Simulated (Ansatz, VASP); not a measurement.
# Sn in VASP and in Ansatz

```xyz
2
Lattice="3.3451 0.0000 0.0000 -1.6726 2.8970 0.0000 0.0000 0.0000 5.4054" Properties=species:S:1:pos:R:3 pbc="T T T"
Sn    0.0000    1.9313    1.3514
Sn    1.6726    0.9657    4.0541
```

Alike in both runs: functional PBEsol; k mesh 9 × 9 × 4; occupations gaussian, width 0.1 eV; no spin polarisation.

Ansatz relaxed the structure, and its values are those at the end. VASP's run is a single point on that final structure, the one shown.

|  | VASP | Ansatz |
| --- | --- | --- |
| version | VASP 6.6.1 | Ansatz 0.2.0 |
| potentials or method | VASP PAW PBE potentials, release 64 (Sn_d), cutoff 520 eV | scalar-relativistic, plane waves, PAW |
| valence electrons in the cell | 28 | 28 |

VASP gave:

* gap on the k mesh at the Fermi level (eV): none
* pressure (GPa): -0.2

**Question.** What did Ansatz give for the same quantities?

**Answer.** gap on the k mesh at the Fermi level (eV): none; pressure (GPa): -0.1.

VASP's potentials were made for PBE, not for PBEsol. A gap of «none» marks a metal or a gap that the smearing closes. The functional is the same, so the differences come from potentials, cutoffs and numerics.
